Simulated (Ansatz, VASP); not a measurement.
One calculation of GaSe4, two programs

```
Ga Se
1.0
     5.76847    0.00000    0.00000
     0.00000    5.76847    0.00000
     0.00000    0.00000    7.13172
Ga Se
2 8
Direct
  0.00000 0.00000 0.75000
  0.00000 0.00000 0.25000
  0.35638 0.14817 0.50000
  0.64362 0.85183 0.50000
  0.85183 0.35638 0.50000
  0.14817 0.64362 0.50000
  0.64362 0.14817 0.00000
  0.35638 0.85183 0.00000
  0.14817 0.35638 0.00000
  0.85183 0.64362 0.00000
```

Alike in both runs: functional PBE; k mesh 3 × 3 × 3; occupations gaussian, width 0.2 eV; no spin polarisation.

Ansatz relaxed the structure, and its values are those at the end. VASP's run is a single point on that final structure, the one shown.

|  | VASP | Ansatz |
| --- | --- | --- |
| version | VASP 6.6.1 | Ansatz 0.2.0 |
| potentials or method | VASP PAW PBE potentials, release 64 (Ga_d, Se), cutoff 520 eV | scalar-relativistic, plane waves, PAW |
| valence electrons in the cell | 74 | 154 |

```csv
,VASP,Ansatz,Ansatz less VASP
gap on the k mesh at the Fermi level (eV),none,none,-
pressure (GPa),0.2,0.1,-0.09
rms of the force components (eV/Å),0.018,0.010,-0.0080
```

A gap of «none» marks a metal or a gap that the smearing closes. With one functional, cell and mesh, what is left measures potentials, basis and numerics. VASP's potentials hold 74 valence electrons a cell and Ansatz's 154, so a difference there can come from the potentials and not from the codes.

The k mesh is coarse, so the values compare programs but aren't converged.
